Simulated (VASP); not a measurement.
Write the native input for VASP 6.6.1 that does the following.

```yaml
Task: single point
Functional: PBEsol
Potentials_or_basis: VASP PAW PBE potentials, release 64 (Ti_sv, H)
Cutoff: 520 eV
k_mesh: 14 × 14 × 10
Occupations: gaussian, width 0.1 eV
Spin: no spin polarisation
Dipole_correction: no
Further_INCAR_settings: ALGO = Normal; EDIFF = 1e-06; NBANDS = 21
```

The structure of TiH lies in POSCAR:

```
TiH
1.0
    2.0096899388      2.0096899388      0.0000000000
   -2.0096899388      2.0096899388      0.0000000000
    0.0000000000      0.0000000000      4.2182770263
Ti H
2 2
Direct
    0.0000000000      0.0000000000      0.0000000000
    0.5000000000      0.5000000000      0.5000000000
    0.5000000000      0.5000000000      0.0000000000
    0.0000000000      0.0000000000      0.5000000000
```

This cell differs from its parent crystal: biaxial strain in the a-b plane: -3.0 %.

These files were run (other wordings do the same):

INCAR

```
SYSTEM = TiH
  PREC = Accurate
  ENCUT = 520
  EDIFF = 1E-6
  ISMEAR = 0
  SIGMA = 0.1
  LREAL = .False.
  LASPH = .True.
  NELM = 60
  ALGO = Normal
  ISIF = 2
  LWAVE = .False.
  LCHARG = .False.
  GGA = PS
  NBANDS = 21
```

KPOINTS

```
regular mesh
0
Gamma
  14 14 10
  0 0 0
```

Potentials or basis: VASP PAW PBE potentials, release 64 (Ti_sv, H).

The run is started by

```bash
$ cat potpaw_PBE.64/Ti_sv/POTCAR potpaw_PBE.64/H/POTCAR > POTCAR
$ mpirun -np 1 vasp_std > vasp.out
```

It gave:

```json
{
  "Pressure": "6.8 GPa",
  "Band gap on the k mesh": "zero (bands 13 and 14 overlap by 3.17 eV)"
}
```

Caveat: the cell differs from its parent crystal (biaxial strain in the a-b plane: -3.0 %); the cell stands under pressure; the PAW data sets were made with another functional, which shifts forces and pressure a little.

Run time: 82 s on 1 thread of AMD EPYC 7R13 Processor (Zen 3), on a shared host, peak memory 0.22 GiB.
